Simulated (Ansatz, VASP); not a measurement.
# BaSr2: VASP beside Ansatz

```
Ba Sr
1.0
     6.97046    0.00000    0.00000
    -3.48523    6.03660    0.00000
     0.00000    0.00000    8.17876
Ba Sr
2 4
Direct
  0.33333 0.66667 0.75000
  0.66667 0.33333 0.25000
  0.00000 0.00000 0.00000
  0.00000 0.00000 0.50000
  0.33333 0.66667 0.25000
  0.66667 0.33333 0.75000
```

Alike in both runs: functional PBE; k mesh 6 × 6 × 6; occupations gaussian, width 0.1 eV; no spin polarisation.

Ansatz relaxed the structure, and its values are those at the end. VASP's run is a single point on that final structure, the one shown.

|  | VASP | Ansatz |
| --- | --- | --- |
| version | VASP 6.6.1 | Ansatz 0.2.0 |
| potentials or method | VASP PAW PBE potentials, release 64 (Ba_sv, Sr_sv), cutoff 520 eV | scalar-relativistic, plane waves, PAW |
| valence electrons in the cell | 60 | 60 |

```tsv
	VASP	Ansatz	Ansatz less VASP
gap on the k mesh at the Fermi level (eV)	none	none	-
pressure (GPa)	0.0	0.0	-0.02
```

A gap of «none» marks a metal or a gap that the smearing closes. The functional is the same, so the differences come from potentials, cutoffs and numerics.

Neither program's run includes spin-orbit coupling.
